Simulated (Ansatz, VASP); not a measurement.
One calculation of C, two programs

POSCAR

```
C
1.0
    0.0000000000      1.7566490000      1.8101510000
    1.7566490000      0.0000000000      1.8101510000
    1.7566490000      1.7566490000      0.0000000000
C
2
Direct
    0.5000000000      0.5000000000      0.5000000000
    0.7500000000      0.7500000000      0.7500000000
```

File INCAR.step1:

```
SYSTEM = C
PREC     = Accurate       ! precision mode
ENCUT    = 520            ! plane-wave cutoff, eV
ISMEAR   = 0              ! smearing method
SIGMA    = 0.05           ! smearing width, eV
LREAL    = .False.        ! projectors in reciprocal space
LASPH    = .True.         ! aspherical terms in the spheres
NELM     = 100            ! most SCF steps
NBANDS   = 11             ! bands
GGA      = PE             ! functional
ALGO     = Normal         ! electronic algorithm
EDIFF    = 1E-4           ! SCF threshold, eV
LWAVE    = .True.         ! write WAVECAR
LCHARG   = .False.        ! write CHGCAR
```

File INCAR.step2:

```
SYSTEM = C
PREC     = Accurate       ! precision mode
ENCUT    = 520            ! plane-wave cutoff, eV
EDIFF    = 1E-6           ! SCF threshold, eV
ISMEAR   = 0              ! smearing method
SIGMA    = 0.05           ! smearing width, eV
LREAL    = .False.        ! projectors in reciprocal space
LASPH    = .True.         ! aspherical terms in the spheres
NELM     = 100            ! most SCF steps
ALGO     = Normal         ! electronic algorithm
ISIF     = 2              ! what is computed and relaxed
LWAVE    = .False.        ! write WAVECAR
LCHARG   = .False.        ! write CHGCAR
METAGGA  = R2SCAN         ! meta-GGA
LMIXTAU  = .True.       
NBANDS   = 11             ! bands
ISTART   = 1
```

KPOINTS

```
regular mesh
0
Gamma
  12 12 12
  0 0 0
```

Input for Ansatz:

```yaml
crystal:
  lattice:
    - [0.0, 1.756649, 1.810151]
    - [1.756649, 0.0, 1.810151]
    - [1.756649, 1.756649, 0.0]
  atoms:
    - { symbol: C, position: [0.5, 0.5, 0.5] }
    - { symbol: C, position: [0.75, 0.75, 0.75] }
basis:
  ecutwfc: 500
kpoints:
  mp_grid: { grid: [12, 12, 12] }
hamiltonian:
  xc: r2scan
scf:
  occupations: { method: gaussian, width: 0.05 }
output:
  forces: true
  stress: true
  eigenvalues: true
```

Change from the starting cell: strain -0.015 along x and y, +0.015 along z, atoms carried along.

Alike in both runs: task single point; functional r2SCAN; k mesh 12 × 12 × 12; occupations gaussian, width 0.05 eV; no spin polarisation.

```csv
,VASP,Ansatz
version,VASP 6.6.1,Ansatz 0.2.0
potentials or method,"VASP PAW PBE potentials, release 64 (C), cutoff 520 eV","scalar-relativistic, plane waves, PAW"
valence electrons in the cell,8,8
```

|  | VASP | Ansatz | Ansatz less VASP |
| --- | --- | --- | --- |
| gap on the k mesh at the Fermi level (eV) | 3.98 | 4.01 | +0.031 |
| least direct gap on the mesh (eV) | 5.59 | 5.63 | +0.046 |
| pressure (GPa) | 5.7 | 4.6 | -1.16 |
| traceless stress, the component that is largest in VASP (GPa) | -20.64 | -20.68 | -0.037 |

VASP's potentials were made for PBE, not for r2SCAN.
